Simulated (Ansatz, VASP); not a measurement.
**Te: VASP beside Ansatz**

```
Te
1.0
     4.90527    0.00000    0.00000
    -2.45264    4.24809    0.00000
     0.00000    0.00000    9.93339
Te
4
Direct
  0.33333 0.66667 0.46350
  0.66667 0.33333 0.96350
  0.66667 0.33333 0.53650
  0.33333 0.66667 0.03650
```

Alike in both runs: functional PBEsol; k mesh 12 × 12 × 6; occupations gaussian, width 0.1 eV; no spin polarisation.

Ansatz relaxed the structure, and its values are those at the end. VASP's run is a single point on that final structure, the one shown.

|  | VASP | Ansatz |
| --- | --- | --- |
| version | VASP 6.6.1 | Ansatz 0.2.0 |
| potentials or method | VASP PAW PBE potentials, release 64 (Te), cutoff 520 eV | scalar-relativistic, plane waves, PAW |
| valence electrons in the cell | 24 | 64 |

```tsv
	VASP	Ansatz	Ansatz less VASP
gap on the k mesh at the Fermi level (eV)	none	none	-
pressure (GPa)	0.0	0.0	-0.04
rms of the force components (eV/Å)	0.009	0.004	-0.0051
```

VASP's potentials were made for PBE, not for PBEsol. A gap of «none» marks a metal or a gap that the smearing closes. With one functional, cell and mesh, what is left measures potentials, basis and numerics. VASP's potentials hold 24 valence electrons a cell and Ansatz's 64, so a difference there can come from the potentials and not from the codes.

Spin-orbit coupling is off throughout.
